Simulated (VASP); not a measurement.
The system is Ru.

```
CELL_PARAMETERS angstrom
2.70595 0.00000 0.00000
-1.35297 2.34342 0.00000
0.00000 0.00000 4.25791
ATOMIC_POSITIONS crystal
Ru 0.33333 0.66667 0.25000
Ru 0.66667 0.33333 0.75000
```

Base run:

* Program: VASP 6.6.1
* Functional: r2SCAN
* Potentials or basis: VASP PAW PBE potentials, release 64 (Ru_pv)
* Cutoff: 520 eV
* k mesh: 13 × 13 × 8
* Occupations: methfessel-paxton, width 0.03 eV
* Spin: no spin polarisation

Its results: band gap on the k mesh zero (bands 14 and 15 overlap by 3.25 eV); pressure 1.3 GPa.

Task: The run is repeated on the same cell with these changes: occupations from methfessel-paxton, width 0.03 eV to fermi-dirac, width 0.6 eV. What comes out?

Result: Band gap on the k mesh zero (bands 14 and 15 overlap by 3.26 eV); pressure 12.6 GPa.

Caveats: the PAW data sets were made with another functional, which shifts forces and pressure a little; the cell stands under pressure (at least some runs); so wide a smearing shifts energies and pressures (at least some runs).
